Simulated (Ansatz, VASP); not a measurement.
## One calculation of Se, two programs

```
Se
1.0
     0.00000    2.16870    2.16870
     2.16870    0.00000    2.16870
     2.16870    2.16870    0.00000
Se
1
Direct
  0.00000 0.00000 0.00000
```

Alike in both runs: task single point; functional PBE; k mesh 4 × 4 × 4; occupations fermi-dirac, width 0.15 eV; non-collinear spin, spin-orbit coupling.

|  | VASP | Ansatz |
| --- | --- | --- |
| version | VASP 6.6.1 | Ansatz 0.2.0 development build |
| potentials or method | VASP PAW PBE potentials, release 64 (Se) | plane waves, PAW datasets (generated hard set |
| plane-wave cutoff (eV) | 520 | 700 |
| valence electrons in the cell | 6 | 16 |

|  | VASP | Ansatz | Ansatz less VASP |
| --- | --- | --- | --- |
| net moment per atom (μB) | 0.00 | 0.00 | 0.000 |

VASP's potentials hold 6 valence electrons a cell and Ansatz's 16, so a difference there can come from the potentials and not from the codes. Ansatz's warnings: stress scf threshold loose.

The k mesh is coarse, so the values compare programs but aren't converged.
